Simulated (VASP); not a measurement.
# Y2ScAs3 (P-6m2) in VASP: further runs

The runs below take Y2ScAs3 through single point, with PBE.

Program: VASP 6.6.1. These are calculated values, not measurements. Logs are shortened: lines on timing, memory, paths and dates and some standing lists are left out, and cuts for length are marked.

### 1 The cell of the first run

The structure is hexagonal, space group P-6m2 (No. 187). The conventional cell has a = 4.573 Å, b = 4.573 Å, c = 7.608 Å, α = 90.00°, β = 90.00°, γ = 120.00°. Y (site symmetry 3m) has 9 As at 3.12 to 3.40 Å and 1 Y at 3.34 Å and 3 Sc at 3.40 Å within 4.1 Å. Sc (site symmetry -6m2) has 3 As at 2.64 Å and 6 Y at 3.40 Å within 3.5 Å. Within 3.5 Å of As (site symmetry -6m2) lie 3 As at 2.64 Å and 6 Y at 3.12 Å. As (site symmetry -6m2) has 3 Sc at 2.64 Å and 6 Y at 3.40 Å within 3.5 Å. As (site symmetry -6m2) has 3 As at 2.64 Å and 6 Y at 3.12 Å within 3.5 Å.

### 2 Single point, PBE

Input file INCAR:

```
PREC     = Accurate       # precision mode
ENCUT    = 520            # plane-wave cutoff, eV
EDIFF    = 1E-7           # SCF threshold, eV
ISMEAR   = 0              # smearing method
SIGMA    = 0.1            # smearing width, eV
LREAL    = F              # projectors in reciprocal space
LASPH    = T              # aspherical terms in the spheres
NELM     = 80             # most SCF steps
ALGO     = Normal         # electronic algorithm
ISIF     = 2              # what is computed and relaxed
LWAVE    = F              # write WAVECAR
LCHARG   = T              # write CHGCAR
GGA      = PE             # functional
LELF     = T              # ELF
LVHAR    = T            
NBANDS   = 33             # bands
```

Input file KPOINTS:

```
regular mesh
0
Gamma
  6 6 2
```

Input file POSCAR:

```
Y2ScAs3
1.0
    4.5731806765      0.0000000000      0.0000000000
   -2.2865903383      3.9604906419      0.0000000000
    0.0000000000      0.0000000000      7.6080951208
Y Sc As
2 1 3
Direct
    0.3333333333      0.6666666667      0.2806425151
    0.3333333333      0.6666666667      0.7193574849
    0.6666666667      0.3333333333      0.0000000000
    0.6666666667      0.3333333333      0.5000000000
    0.0000000000      0.0000000000      0.0000000000
    0.0000000000      0.0000000000      0.5000000000
```

Potentials or basis: VASP PAW PBE potentials, release 64 (Y_sv, Sc_sv, As).

The run is started by

```
> cat potpaw_PBE.64/Y_sv/POTCAR potpaw_PBE.64/Sc_sv/POTCAR potpaw_PBE.64/As/POTCAR > POTCAR
> mpirun -np 1 vasp_std > vasp.out
```

OUTCAR:

```text
PREC = Accurate
   ENCUT = 520
   EDIFF = 1E-7
   ISMEAR = 0
   LREAL = F
   LASPH = T
   NELM = 80
   ISIF = 2
   GGA = PE

 ion  position               nearest neighbor table
   1  0.333  0.667  0.281-   4 3.12   4 3.12   6 3.12   6 3.12   6 3.12   4 3.12   2 3.34   3 3.40
                             3 3.40   5 3.40   5 3.40   5 3.40   3 3.40   2 4.27
   2  0.333  0.667  0.719-   4 3.12   4 3.12   6 3.12   6 3.12   6 3.12   4 3.12   1 3.34   3 3.40
                             3 3.40   5 3.40   5 3.40   5 3.40   3 3.40   1 4.27
   3  0.667  0.333  0.000-   5 2.64   5 2.64   5 2.64   2 3.40   1 3.40   2 3.40   1 3.40   1 3.40
                             2 3.40
   4  0.667  0.333  0.500-   6 2.64   6 2.64   6 2.64   2 3.12   1 3.12   2 3.12   1 3.12   1 3.12
                             2 3.12
   5  0.000  0.000  0.000-   3 2.64   3 2.64   3 2.64   1 3.40   2 3.40   1 3.40   2 3.40   1 3.40
                             2 3.40
   6  0.000  0.000  0.500-   4 2.64   4 2.64   4 2.64   1 3.12   2 3.12   1 3.12   2 3.12   1 3.12
                             2 3.12

  LATTYP: Found a hexagonal cell.
 ALAT       =     4.5731806765
 C/A-ratio  =     1.6636331820

  Lattice vectors:

 A1 = (   4.5731806765,   0.0000000000,   0.0000000000)
 A2 = (  -2.2865903383,   3.9604906419,   0.0000000000)
 A3 = (   0.0000000000,   0.0000000000,   7.6080951208)

Analysis of symmetry for initial positions (statically):
=====================================================================
 Subroutine PRICEL returns:
 Original cell was already a primitive cell.

 Routine SETGRP: Setting up the symmetry group for a
 hexagonal supercell.

 Subroutine GETGRP returns: Found 12 space group operations
 (whereof 12 operations were pure point group operations)
 out of a pool of 24 trial point group operations.

The static configuration has the point symmetry D_3h.

Analysis of symmetry for dynamics (positions and initial velocities):
=====================================================================
 Subroutine PRICEL returns:
 Original cell was already a primitive cell.

 Routine SETGRP: Setting up the symmetry group for a
 hexagonal supercell.

 Subroutine GETGRP returns: Found 12 space group operations
 (whereof 12 operations were pure point group operations)
 out of a pool of 24 trial point group operations.

The dynamic configuration has the point symmetry D_3h.

 Subroutine INISYM returns: Found 12 space group operations
 (whereof 12 operations are pure point group operations),
 and found     1 'primitive' translations

----------------------------------------------------------------------------------------

                                     Primitive cell

  volume of cell :     137.7981

  direct lattice vectors                    reciprocal lattice vectors
     4.573180676  0.000000000  0.000000000     0.218666191  0.126246984  0.000000000
    -2.286590338  3.960490642  0.000000000     0.000000000  0.252493969  0.000000000
     0.000000000  0.000000000  7.608095121     0.000000000  0.000000000  0.131438946

  length of vectors
     4.573180676  4.573180676  7.608095121     0.252493969  0.252493969  0.131438946

  position of ions in fractional coordinates (direct lattice)
     0.333333333  0.666666667  0.280642515
     0.333333333  0.666666667  0.719357485
     0.666666667  0.333333333  0.000000000
     0.666666667  0.333333333  0.500000000
     0.000000000  0.000000000  0.000000000
     0.000000000  0.000000000  0.500000000

  ion indices of the primitive-cell ions
   primitive index   ion index
                 1           1
                 2           2
                 3           3
                 4           4
                 5           5
                 6           6

----------------------------------------------------------------------------------------

 KPOINTS: regular mesh

Automatic generation of k-mesh.
 Grid dimensions read from file:
 generate k-points for:    6    6    2

 Generating k-lattice:

  Cartesian coordinates                     Fractional coordinates (reciprocal lattice)
     0.036444365  0.021041164  0.000000000     0.166666667  0.000000000  0.000000000
     0.000000000  0.042082328  0.000000000     0.000000000  0.166666667  0.000000000
     0.000000000  0.000000000  0.065719473     0.000000000  0.000000000  0.500000000

  Length of vectors
     0.042082328  0.042082328  0.065719473

  Shift w.r.t. Gamma in fractional coordinates (k-lattice)
     0.000000000  0.000000000  0.000000000

 Subroutine IBZKPT returns following result:
 ===========================================

 Found     14 irreducible k-points:

 Following reciprocal coordinates:
            Coordinates               Weight
  0.000000  0.000000  0.000000      1.000000
  0.166667  0.000000  0.000000      6.000000
  0.333333  0.000000  0.000000      6.000000
  0.500000  0.000000  0.000000      3.000000
  0.166667  0.166667  0.000000      6.000000
  0.333333  0.166667  0.000000     12.000000
  0.333333  0.333333  0.000000      2.000000
  0.000000  0.000000  0.500000      1.000000
  0.166667  0.000000  0.500000      6.000000
  0.333333  0.000000  0.500000      6.000000
  0.500000  0.000000  0.500000      3.000000
  0.166667  0.166667  0.500000      6.000000
  0.333333  0.166667  0.500000     12.000000
  0.333333  0.333333  0.500000      2.000000
   k-points           NKPTS =     14   k-points in BZ     NKDIM =     14   number of bands    NBANDS=     33
   number of dos      NEDOS =    301   number of ions     NIONS =      6
   total plane-waves  NPLWV =  77760
   dimension x,y,z NGX =    36 NGY =   36 NGZ =   60
   dimension x,y,z NGXF=    72 NGYF=   72 NGZF=  120
   ions per type =               2   1   3
   NGX,Y,Z   is equivalent  to a cutoff of  13.09, 13.09, 13.11 a.u.
   NGXF,Y,Z  is equivalent  to a cutoff of  26.17, 26.17, 26.22 a.u.
 SYSTEM =  unknown system
   PREC   = accura    normal or accurate (medium, high low for compatibility)
   ISTART =      0    job   : 0-new  1-cont  2-samecut
   ICHARG =      2    charge: 1-file 2-atom 10-const
   ISPIN  =      1    spin polarized calculation?
   LNONCOLLINEAR =      F non collinear calculations
   LSORBIT =      F    spin-orbit coupling
   LASPH  =      T    aspherical Exc in radial PAW
   ENCUT  =  520.0 eV  38.22 Ry    6.18 a.u.   8.50  8.50 14.15*2*pi/ulx,y,z
   NELM   =     80;   NELMIN=  2; NELMDL= -5     # of ELM steps
   EDIFF  = 0.1E-06   stopping-criterion for ELM
   LREAL  =      F    real-space projection
   EDIFFG = 0.1E-05   stopping-criterion for IOM
   NSW    =      0    number of steps for IOM
   IBRION =     -1    ionic relax: 0-MD 1-quasi-New 2-CG
   NFREE  =      0    steps in history (QN), initial steepest desc. (CG)
   ISIF   =      2    stress and relaxation
   ISYM   =      2    0-nonsym 1-usesym 2-fastsym
   POTIM  = 0.5000    time-step for ionic-motion
   TEBEG  =    0.0;   TEEND  =   0.0 temperature during run
   PSTRESS=    0.0 pullay stress
   NELECT =      48.0000    total number of electrons
   NUPDOWN=      -1.0000    fix difference up-down
   EMIN   =  10.00;   EMAX   =-10.00  energy-range for DOS
   EFERMI =   0.00;   METHOD = LEGACY
   ISMEAR =     0;   SIGMA  =   0.10  broadening in eV -4-tet -1-fermi 0-gaus
   EFERMI_NEDOS =   21; number of points for ismear=-14 and -15
   IALGO  =     38    algorithm
   IMIX   =      4    mixing-type and parameters
     AMIX     =   0.40;   BMIX     =  1.00
     AMIX_MAG =   1.60;   BMIX_MAG =  1.00
  volume/ion in A,a.u.               =      22.97       154.98
  Fermi-wavevector in a.u.,A,eV,Ry     =   1.151881  2.176739 18.052605  1.326829
  Thomas-Fermi vector in A             =   2.288535
   LORBIT       =      0    0 simple, 1 ext, 2 COOP (PROOUT), +10 PAW based schemes
   GGA     = PE    functional components
   LHFCALC =     F    Hartree Fock is set to
   AEXX    =    0.0000 exact exchange contribution
   IVDW    =     0    specifies the selected vdW correction
   LEPSILON=     F    determine dielectric tensor
   LRPA    =     F    only Hartree local field effects (RPA)
 non-spin polarized calculation
 Gauss-broadening in eV      SIGMA  =   0.10
  energy-cutoff  :      520.00
  volume of cell :      137.80
 maximum number of plane-waves:      3743
 NGX is ok and might be reduce to    36
   NGX = 17   NGY = 17   NGZ = 29

 number of electron      48.0000002 magnetization

 Free energy of the ion-electron system (eV)
  ---------------------------------------------------
  ext. energy  EPLUGINS =         0.00000000
  ---------------------------------------------------
  free energy    TOTEN  =       -36.99454666 eV

  energy without entropy =      -36.96063620  energy(sigma->0) =      -36.97759143

 E-fermi :   5.3747     XC(G=0): -10.2024

 val. band max:        5.3708827594   @ k =   0.0000   0.0000   0.5000
 cond. band min:       5.3778225164   @ k =   0.3333   0.1667   0.0000
 fundamental gap:      0.0069397571
 Fermi energy:         5.3746635576

 k-point     1 :       0.0000    0.0000    0.0000
  band No.  band energies     occupation
      1     -44.4489      2.00000
      2     -37.8906      2.00000
      3     -37.8633      2.00000
      4     -23.1912      2.00000
      5     -23.1155      2.00000
      6     -23.1155      2.00000
[... 25 lines left out ...]
     32       7.2262      0.00000
     33       7.8197      0.00000

 k-point     2 :       0.1667    0.0000    0.0000
  band No.  band energies     occupation
      1     -44.4487      2.00000
      2     -37.8902      2.00000
      3     -37.8629      2.00000
      4     -23.1911      2.00000
      5     -23.1206      2.00000
      6     -23.1168      2.00000
[... 25 lines left out ...]
     32       7.9130      0.00000
     33       7.9319      0.00000
[... 394 lines left out ...]
     32       7.8749      0.00000
     33       8.0353      0.00000

 k-point    14 :       0.3333    0.3333    0.5000
  band No.  band energies     occupation
      1     -44.4481      2.00000
      2     -37.8875      2.00000
      3     -37.8625      2.00000
      4     -23.1906      2.00000
      5     -23.1335      2.00000
      6     -23.1264      2.00000
[... 25 lines left out ...]
     32       8.0560      0.00000
     33       8.0785      0.00000

------------------------ aborting loop because EDIFF is reached ----------------------------------------

  FORCE on cell =-STRESS in cart. coord.  units (eV):
  Direction    XX          YY          ZZ          XY          YZ          ZX
  --------------------------------------------------------------------------------------
  -------------------------------------------------------------------------------------
  Total        0.0229762      0.0229762      0.1997352     -0.0000000      0.0000000      0.0000000
  in kB        0.2671445      0.2671445      2.3223190     -0.0000000      0.0000000      0.0000000
  external PRESSURE =       0.9522026 kB  Pullay stress =       0.0000000 kB

 VOLUME and BASIS-vectors are now :
 -----------------------------------------------------------------------------
  energy-cutoff  :      520.00
  volume of cell :      137.80
      direct lattice vectors                 reciprocal lattice vectors
     4.573180676  0.000000000  0.000000000     0.218666191  0.126246984  0.000000000
    -2.286590338  3.960490642  0.000000000     0.000000000  0.252493969  0.000000000
     0.000000000  0.000000000  7.608095121     0.000000000  0.000000000  0.131438946

 POSITION                                       TOTAL-FORCE (eV/Angst)
 -----------------------------------------------------------------------------------
     -0.00000      2.64033      2.13515        -0.000000     -0.000000     -0.029390
     -0.00000      2.64033      5.47294        -0.000000      0.000000      0.029390
      2.28659      1.32016      0.00000         0.000000      0.000000     -0.000000
      2.28659      1.32016      3.80405         0.000000     -0.000000     -0.000000
      0.00000      0.00000      0.00000        -0.000000      0.000000     -0.000000
      0.00000      0.00000      3.80405         0.000000      0.000000     -0.000000
 -----------------------------------------------------------------------------------
    total drift:                               -0.000000      0.000000      0.000000

  FREE ENERGIE OF THE ION-ELECTRON SYSTEM (eV)
  ---------------------------------------------------
  free  energy   TOTEN  =       -36.9945466604 eV

  energy  without entropy=      -36.9606361981  energy(sigma->0) =      -36.97759143
```

Run time: 85 s. Hardware: 1 thread of AMD EPYC 7R43 (Zen 3), shared host; peak memory 0.27 GiB.

What came out:

```yaml
Free_energy: -36.9945 eV
Pressure: 0.1 GPa
Largest_force: 0.029 eV/Å
Band_gap_on_the_k_mesh: zero (band 24 reaches 5.56 eV, above the bottom of band 25 at 4.76 eV)
```

Forces on the atoms (eV/Å):
```
Y    0.000  0.000 -0.029
Y    0.000  0.000  0.029
Sc   0.000  0.000  0.000
As   0.000  0.000  0.000
As   0.000  0.000  0.000
As   0.000  0.000  0.000
```

Caveat: the k points lie up to 0.41 Å⁻¹ apart.

### 3 Single point, PBE

This run uses another cell than the first one, of 24.49 Å³/atom, 1.066 times its volume.

Input file INCAR:

```
  PREC = Accurate
  ENCUT = 520
  EDIFF = 1E-6
  ISMEAR = 0
  SIGMA = 0.1
  LREAL = False
  LASPH = True
  NELM = 60
  ALGO = Normal
  ISIF = 2
  LWAVE = False
  LCHARG = True
  GGA = PE
  LELF = True
  LVHAR = True
  NBANDS = 33
```

KPOINTS is that of step 2.

Input file POSCAR:

```
Y2ScAs3
1.0
    4.3188735600      0.0000000000      0.0000000000
   -2.1594367800      3.7402542200      0.0000000000
    0.0000000000      0.0000000000      9.0954773400
Y Sc As
2 1 3
Direct
    0.3333333300      0.6666666700      0.2462391900
    0.3333333300      0.6666666700      0.7537608100
    0.6666666700      0.3333333300      0.0000000000
    0.6666666700      0.3333333300      0.5000000000
    0.0000000000      0.0000000000      0.0000000000
    0.0000000000      0.0000000000      0.5000000000
```

Potentials or basis: VASP PAW PBE potentials, release 64 (Y_sv, Sc_sv, As).

The run is started by

```
> cat potpaw_PBE.64/Y_sv/POTCAR potpaw_PBE.64/Sc_sv/POTCAR potpaw_PBE.64/As/POTCAR > POTCAR
> mpirun -np 1 vasp_std > vasp.out
```

Run time: 76 s. Hardware: 1 thread of AMD EPYC 7R43 (Zen 3), shared host; peak memory 0.25 GiB.

It converged, with:

- Free energy: -35.4570 eV
- Pressure: 1.7 GPa
- Largest force: 1.159 eV/Å
- Band gap on the k mesh: zero (band 24 reaches 5.08 eV, above the bottom of band 25 at 4.71 eV)

Forces on the atoms (eV/Å):
```
Y    0.000  0.000  1.159
Y    0.000  0.000 -1.159
Sc   0.000  0.000  0.000
As   0.000  0.000  0.000
As   0.000  0.000  0.000
As   0.000  0.000  0.000
```

Stress tensor (GPa, compression positive):
```
 6.04  0.00  0.00
 0.00  6.04  0.00
 0.00  0.00 -6.88
```

Levels at points of the mesh, in eV from the Fermi level:
| k point | band 20 | band 21 | band 22 | band 23 | band 24 | band 25 | band 26 | band 27 | band 28 | band 29 |
| --- | --- | --- | --- | --- | --- | --- | --- | --- | --- | --- |
| (0.00, 0.00, 0.00) | -3.47 | -3.01 | -2.02 | -0.55 | -0.55 | -0.07 | -0.07 | 0.24 | 1.30 | 1.31 |
| (0.50, 0.00, 0.00) | -3.08 | -2.69 | -2.30 | -0.94 | 0.07 | 0.43 | 0.61 | 0.99 | 1.09 | 1.45 |
| (0.00, 0.00, 0.50) | -3.49 | -3.49 | -0.64 | -0.63 | -0.63 | 0.27 | 0.27 | 0.36 | 0.55 | 0.69 |
| (0.50, 0.00, 0.50) | -3.12 | -2.70 | -2.54 | -0.62 | -0.50 | 0.16 | 0.79 | 0.85 | 1.52 | 2.00 |

Caveat: forces of over 1 eV/Å act on the atoms, so gaps and moduli don't describe the material at rest.
